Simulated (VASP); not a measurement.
Here is a VASP 6.6.1 calculation.

Contents of INCAR:

```
SYSTEM = BP
ALGO = Normal ; EDIFF = 1E-8
ENCUT = 520 ; GGA = PE
ISIF = 2 ; ISMEAR = -1
LASPH = .True. ; LCHARG = .False.
LEFG = .True. ; LREAL = .False.
LWAVE = .False. ; NBANDS = 11
NELM = 100 ; PREC = Accurate
SIGMA = 0.05
```

KPOINTS

```
k-points
0
Gamma
  16 16 16
  0 0 0
```

Contents of POSCAR:

```
BP
1.0
    0.0000000000      2.2021594866      2.2021594866
    2.2021594866      0.0000000000      2.2021594866
    2.2021594866      2.2021594866      0.0000000000
B P
1 1
Direct
    0.0000000000      0.0000000000      0.0000000000
    0.5000000000      0.5000000000      0.5000000000
```

Potentials or basis: VASP PAW PBE potentials, release 64 (B, P).

Run with:

```sh
$ cat potpaw_PBE.64/B/POTCAR potpaw_PBE.64/P/POTCAR > POTCAR
$ mpirun -np 1 vasp_std > vasp.out
```

(1) Estimate the band gap on the k mesh.

(2) Predict the pressure.

## Answers

(1) zero (band 4 reaches 10.32 eV, above the bottom of band 5 at 5.96 eV).

(2) -8.6 GPa.

Caveat: without QUAD_EFG the Cq values of the log hold for a quadrupole moment of 1 mb, not for the nuclei.
